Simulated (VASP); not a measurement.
SnO2:

```xyz
3
Lattice="1.6171 0.9336 4.8006 -1.6171 0.9336 4.8006 0.0000 -1.8673 4.8006" Properties=species:S:1:pos:R:3 pbc="T T T"
Sn    0.0000    0.0000    7.2009
O     0.0000    0.0000   10.9861
O     0.0000    0.0000    3.4157
```

| Property | Result |
| --- | --- |
| Program | VASP 6.6.1 |
| Task | relaxation of cell and atoms |
| Functional | revPBE |
| Potentials or basis | VASP PAW PBE potentials, release 64 (Sn_d, O) |
| Cutoff | 600 eV |
| k mesh | 10 × 10 × 10 |
| Occupations | fermi-dirac, width 0.05 eV |
| Spin | no spin polarisation |

At the start: pressure 2.2 GPa; volume 14.50 Å³/atom.

Task: Where does the relaxation end?

Result: Over 16 steps the energy falls by 8.2 meV/atom and the volume is 16.65 Å³/atom (+14.8 %); space group R-3m (No. 166, to 0.1 Å) before and after.

Step by step:
| step | energy change (eV) | largest force (eV/Å) | pressure (GPa) | volume (Å³) |
| --- | --- | --- | --- | --- |
| 1 | 0.0000 | 0.0377 | 2.19 | 43.49 |
| 2 | 0.0004 | 0.2598 | -1.96 | 44.75 |
| 3 | -0.0043 | 0.1111 | 0.08 | 44.09 |
| 4 | -0.0054 | 0.0832 | 0.10 | 44.23 |
| 5 | -0.0076 | 0.0003 | 0.17 | 44.63 |
| 6 | -0.0068 | 0.1679 | 0.26 | 45.45 |
| 7 | -0.0081 | 0.0725 | 0.20 | 44.97 |
| 8 | -0.0088 | 0.0693 | 0.18 | 45.08 |
| 9 | -0.0108 | 0.0613 | 0.08 | 45.41 |
| 10 | -0.0143 | 0.0465 | -0.06 | 46.08 |
| 11 | -0.0195 | 0.0225 | -0.22 | 47.40 |
| 12 | -0.0243 | 0.0005 | -0.35 | 50.04 |
| 13 | -0.0224 | 0.1018 | 1.30 | 49.57 |
| 14 | -0.0245 | 0.0253 | 0.06 | 49.92 |
| 15 | -0.0245 | 0.0126 | -0.02 | 49.95 |
| 16 | -0.0246 | 0.0007 | 0.04 | 49.94 |

Final structure:
```yaml
crystal:
  lattice:
    - [1.62406, 0.93765, 5.46551]
    - [-1.62406, 0.93765, 5.46551]
    - [0.00000, -1.87530, 5.46551]
  atoms:
    - { symbol: Sn, position: [0.50000, 0.50000, 0.50000] }
    - { symbol: O, position: [0.77123, 0.77123, 0.77123] }
    - { symbol: O, position: [0.22877, 0.22877, 0.22877] }
```

Caveat: the PAW data sets were made with another functional, which shifts forces and pressure a little.
